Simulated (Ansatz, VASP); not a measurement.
**KYSe2 in VASP and in Ansatz**

Contents of INCAR:

```
SYSTEM = KYSe2
PREC     = Accurate       ! precision mode
ENCUT    = 520            ! plane-wave cutoff, eV
EDIFF    = 1E-7           ! SCF threshold, eV
ISMEAR   = 0              ! smearing method
SIGMA    = 0.01           ! smearing width, eV
LREAL    = .False.        ! projectors in reciprocal space
LASPH    = .True.         ! aspherical terms in the spheres
NELM     = 60             ! most SCF steps
ALGO     = Normal         ! electronic algorithm
ISIF     = 2              ! what is computed and relaxed
LWAVE    = .False.        ! write WAVECAR
LCHARG   = .True.         ! write CHGCAR
GGA      = PE             ! functional
LELF     = .True.         ! ELF
LVHAR    = .True.       
NBANDS   = 24             ! bands
```

Contents of KPOINTS:

```
Automatic mesh
0
Gamma
  4 4 4
  0 0 0
```

POSCAR

```
KYSe2
1.0
    4.3197464662      0.0000000000      0.0000000000
    0.0000000000      4.3197464662      0.0000000000
    0.0000000000      0.0000000000      5.8682760692
K Se Y
1 2 1
Direct
    0.0000000000      0.0000000000      0.0000000000
    0.0000000000      0.0000000000      0.5000000000
    0.5000000000      0.5000000000      0.0000000000
    0.5000000000      0.5000000000      0.5000000000
```

Input for Ansatz:

```yaml
crystal:
  lattice:
    - [4.3197464662, 0.0, 0.0]
    - [0.0, 4.3197464662, 0.0]
    - [0.0, 0.0, 5.8682760692]
  atoms:
    - { symbol: K, position: [0.0, 0.0, 0.0] }
    - { symbol: Se, position: [0.0, 0.0, 0.5] }
    - { symbol: "Y", position: [0.5, 0.5, 0.5] }
    - { symbol: Se, position: [0.5, 0.5, 0.0] }
kpoints:
  mp_grid: { grid: [4, 4, 4] }
hamiltonian:
  xc: pbe
scf:
  occupations: { method: fixed }
output:
  optics:
    e_range: [0, 12]
    de: 0.05
    sigma: 0.1
    bands: { spectra_wanted_up_to: 12 }
    scissors: 0.65
```

Alike in both runs: task single point; functional PBE; k mesh 4 × 4 × 4; no spin polarisation.

|  | VASP | Ansatz |
| --- | --- | --- |
| version | VASP 6.6.1 | Ansatz 0.2.0 |
| potentials or method | VASP PAW PBE potentials, release 64 (K_sv, Se, Y_sv) | plane waves, PAW |
| plane-wave cutoff (eV) | 520 | 420 |
| occupations | gaussian, width 0.01 eV | fixed |
| valence electrons in the cell | 32 | 52 |

|  | VASP | Ansatz | Ansatz less VASP |
| --- | --- | --- | --- |
| gap on the k mesh at the Fermi level (eV) | 0.19 | 0.19 | +0.004 |

VASP's potentials hold 32 valence electrons a cell and Ansatz's 52, so a difference there can come from the potentials and not from the codes.
